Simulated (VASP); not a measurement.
A run of VASP 6.6.1 is set up as follows.

The input INCAR:

```
SYSTEM = Ta
PREC = Accurate ; ENCUT = 520
EDIFF = 1E-7 ; ISMEAR = -1
SIGMA = 0.1 ; LREAL = .FALSE.
LASPH = .TRUE. ; NELM = 100
ALGO = Normal ; ISIF = 2
LWAVE = .FALSE. ; LCHARG = .TRUE.
GGA = PS ; LELF = .TRUE.
LVHAR = .TRUE. ; NBANDS = 18
```

The input KPOINTS:

```
Automatic mesh
0
G
  10 10 10
  0 0 0
```

POSCAR

```
Ta
1.0
    0.0000000000      2.8770895822      2.8770895822
    2.8770895822      0.0000000000      2.8770895822
    2.8770895822      2.8770895822      0.0000000000
Ta
2
Direct
    0.1250000000      0.1250000000      0.1250000000
    0.8750000000      0.8750000000      0.8750000000
```

Potentials or basis: VASP PAW PBE potentials, release 64 (Ta_pv).

Command:

```sh
$ cat potpaw_PBE.64/Ta_pv/POTCAR > POTCAR
$ mpirun -np 1 vasp_std > vasp.out
```

What does it give for the pressure?

12.3 GPa.

Predict the band gap on the k mesh.

zero (band 11 reaches 3.37 eV, above the bottom of band 12 at 2.40 eV).

Caveat: the PAW data sets were made with another functional, which shifts forces and pressure a little; spin-orbit coupling is left out, which moves the levels of the heavy elements.
